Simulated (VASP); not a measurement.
Wanted: the native input for a VASP 6.6.1 run.

* Task: single point
* Functional: PBE
* Potentials or basis: VASP PAW PBE potentials, release 64 (Cu)
* Cutoff: 520 eV
* k mesh: 38 × 38 × 38
* Occupations: gaussian, width 0.1 eV
* Spin: no spin polarisation
* Dipole correction: no
* Further INCAR settings: ALGO = Fast; EDIFF = 1e-06; NBANDS = 12

The structure of Cu lies in POSCAR:

```
Cu
1.0
    0.0000000000      1.8147456048      1.8147456048
    1.8147456048      0.0000000000      1.8147456048
    1.8147456048      1.8147456048      0.0000000000
Cu
1
Direct
    0.0000000000      0.0000000000      0.0000000000
```

These files were run (other wordings do the same):

INCAR

```
SYSTEM = Cu
PREC = Accurate
ENCUT = 520
EDIFF = 1E-6
ISMEAR = 0
SIGMA = 0.1
LREAL = .False.
LASPH = .True.
NELM = 80
ALGO = Fast
ISIF = 2
LWAVE = .False.
LCHARG = .False.
GGA = PE
NBANDS = 12
```

KPOINTS

```
regular mesh
0
Gamma
  38 38 38
  0 0 0
```

Potentials or basis: VASP PAW PBE potentials, release 64 (Cu).

Command:

```sh
$ cat potpaw_PBE.64/Cu/POTCAR > POTCAR
$ mpirun -np 1 vasp_std > vasp.out
```

It gave:

```yaml
Pressure: 0.4 GPa
```

It took 2.2 min on 1 thread of Intel(R) Xeon(R) Platinum 8375C CPU @ 2.90GHz (Ice Lake) (shared host), peak memory 0.3 GiB.
